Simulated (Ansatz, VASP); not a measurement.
# Pd: VASP beside Ansatz

Contents of INCAR:

```
SYSTEM = Pd
ALGO = Normal ; EDIFF = 1E-6
ENCUT = 520 ; ISIF = 2
ISMEAR = -1 ; ISPIN = 2
LASPH = .True. ; LCHARG = .False.
LMAXMIX = 4 ; LORBIT = 11
LREAL = .False. ; LWAVE = .False.
MAGMOM = 0.5 -0.5 ; NBANDS = 21
NELM = 150 ; PREC = Accurate
SIGMA = 0.05
```

The input KPOINTS:

```
k-points
0
Gamma
  12 12 12
  0 0 0
```

File POSCAR:

```
Pd
1.0
    3.0940144749      0.0000000000      0.0000000000
    0.0000000000      3.0940144749      0.0000000000
    0.0000000000      0.0000000000      3.0940144749
Pd
2
Direct
    0.0000000000      0.0000000000      0.0000000000
    0.5000000000      0.5000000000      0.5000000000
```

Input for Ansatz:

```yaml
crystal:
  lattice:
    - [3.0940144749, 0.0, 0.0]
    - [0.0, 3.0940144749, 0.0]
    - [0.0, 0.0, 3.0940144749]
  atoms:
    - { symbol: Pd, position: [0.0, 0.0, 0.0], spin: 0.5 }
    - { symbol: Pd, position: [0.5, 0.5, 0.5], spin: -0.5 }
hamiltonian:
  xc: lda
  pseudopotentials:
    kind: paw
    azcp:
      Pd: "pseudopotentials/Pd.paw.azcp"
basis:
  ecutwfc: 420
  fft_grid_basis: typed
kpoints:
  mp_grid: { grid: [12, 12, 12], shift: [0, 0, 0] }
magnetization:
  spin_polarized: true
scf:
  occupations: { method: fermi_dirac, width: 0.05 }
  lower_state_search: "off"
output:
  stress: true
```

Alike in both runs: task single point; functional LDA; k mesh 12 × 12 × 12; occupations fermi-dirac, width 0.05 eV; collinear spin.

|  | VASP | Ansatz |
| --- | --- | --- |
| version | VASP 6.6.1 | Ansatz 0.2.0 |
| potentials or method | VASP PAW LDA potentials, release 64 (Pd), cutoff 520 eV | plane waves (420 eV) with PAW, scalar-relativistic |
| valence electrons in the cell | 20 | 36 |

```tsv
	VASP	Ansatz	Ansatz less VASP
pressure (GPa)	-7.4	-7.6	-0.22
net moment per atom (μB)	0.00	0.00	0.000
```

Ansatz warns that its potentials were made for another functional, while VASP's fit it. LDA's correlation is that of Perdew and Zunger in VASP and of Perdew and Wang (1992) in Ansatz. VASP's potentials hold 20 valence electrons a cell and Ansatz's 36, so a difference there can come from the potentials and not from the codes. Ansatz's warnings: seeded moment not kept.
